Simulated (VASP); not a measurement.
**AlGa2: relaxation of cell and atoms with PBE**

Crystal: AlGa2.

```
Al Ga
1.0
     2.96765    0.00000    0.00000
    -1.48382    2.57006    0.00000
     0.00000    0.00000   14.20822
Al Ga
2 4
Direct
  0.00000 0.00000 0.00000
  0.00000 0.00000 0.50000
  0.33333 0.66667 0.84304
  0.33333 0.66667 0.65696
  0.66667 0.33333 0.15696
  0.66667 0.33333 0.34304
```

The cell was generated, and may not be a known phase.

```json
{
  "Program": "VASP 6.6.1",
  "Task": "relaxation of cell and atoms",
  "Functional": "PBE",
  "Potentials or basis": "VASP PAW PBE potentials, release 64 (Al, Ga_d)",
  "Cutoff": "600 eV",
  "k mesh": "12 × 12 × 4",
  "Occupations": "gaussian, width 0.1 eV",
  "Spin": "no spin polarisation",
  "Dipole correction": "no",
  "Further INCAR settings": "ALGO = Fast; EDIFF = 1e-06; IBRION = 2; EDIFFG = -0.01; NSW = 100; ISIF = 3"
}
```

```json
{"Relaxed volume": "17.92 Å³/atom", "Relaxed cell": "a = 2.945 Å, b = 2.945 Å, c = 14.309 Å, α = 90.00°, β = 90.00°, γ = 120.00°", "Space group after relaxing (to 0.1 Å)": "P6_3/mmc (No. 194)", "Energy gained by relaxing": "0.5 meV/atom", "Ionic steps": "9", "Pressure after relaxing": "0.0 GPa", "Largest force after relaxing": "0.009 eV/Å"}
```

Forces in eV/Å, atoms in the order of the input:
```
Al   0.000  0.000  0.000
Al   0.000  0.000  0.000
Ga   0.000  0.000 -0.009
Ga   0.000  0.000  0.009
Ga   0.000  0.000  0.009
Ga   0.000  0.000 -0.009
```

Step by step:
```tsv
step	energy change (eV)	largest force (eV/Å)	pressure (GPa)	volume (Å³)
1	0.0000	0.0194	-0.21	108.37
2	-0.0010	0.0222	-0.05	107.99
3	-0.0014	0.0265	0.06	107.75
4	-0.0017	0.0330	0.28	107.27
5	-0.0023	0.0293	0.22	107.28
6	-0.0027	0.0221	0.17	107.30
7	-0.0028	0.0173	0.15	107.30
8	-0.0028	0.0247	0.15	107.30
9	-0.0029	0.0090	0.00	107.49
```

Final structure:
```xyz
6
Lattice="2.9452 0.0000 0.0000 -1.4726 2.5506 0.0000 0.0000 0.0000 14.3093" Properties=species:S:1:pos:R:3 pbc="T T T"
Al    0.0000    0.0000    0.0000
Al    0.0000    0.0000    7.1547
Ga    0.0000    1.7004   12.0560
Ga    0.0000    1.7004    9.4080
Ga    1.4726    0.8502    2.2534
Ga    1.4726    0.8502    4.9013
```

Levels at points of the mesh, in eV from the Fermi level:
```
           k point  band 27  band 28  band 29  band 30  band 31  band 32
(0.00, 0.00, 0.00)    -4.07     0.62     1.06     6.49     8.00     9.85
(0.50, 0.00, 0.00)    -2.78    -2.77    -2.32    -1.32     0.86     1.30
(0.00, 0.00, 0.50)    -1.88    -1.88     3.86     3.86     9.92     9.92
(0.50, 0.00, 0.50)    -3.44    -3.44    -1.15    -1.15     0.14     0.14
```

It took 11 min on 1 thread of Intel(R) Xeon(R) 6975P-C (Granite Rapids), on a shared host, peak memory 0.4 GiB.

Caveat: the highest band is partly filled, so the run has too few bands.
